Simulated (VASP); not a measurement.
Runs of VASP 6.6.1 on CoH3. The structure is that of space group Pm-3m (No. 221), or close to it. The cells are those of the table. 

```csv
spin,cell,k mesh,smearing,gap on the mesh (eV),pressure (GPa),moment (μB)
"collinear, ferromagnetic start","a = 2.622 Å, 4 atoms",4 × 4 × 4,gaussian 0.15 eV,none,-0.9,0.10
off,"a = 2.613 Å, 4 atoms",14 × 14 × 14,gaussian 0.1 eV,none,(b),-
"collinear, ferromagnetic start","a = 3.150 Å, 4 atoms",4 × 4 × 4,gaussian 0.15 eV,none,-0.2,1.19
"collinear, ferromagnetic start","a = 2.620 Å, 4 atoms",4 × 4 × 4,gaussian 0.15 eV,none,(a),0.10
```

Alike in all rows: task single point; level PBE; potentials or basis VASP PAW PBE potentials, release 64 (Co, H); cutoff (eV) 520.

Question: Estimate the missing entries.

Answer: (a) -0.6; (b) -0.5.

Caveats: some runs use coarse meshes.

A gap of «none» marks levels without a gap at the run's occupations.
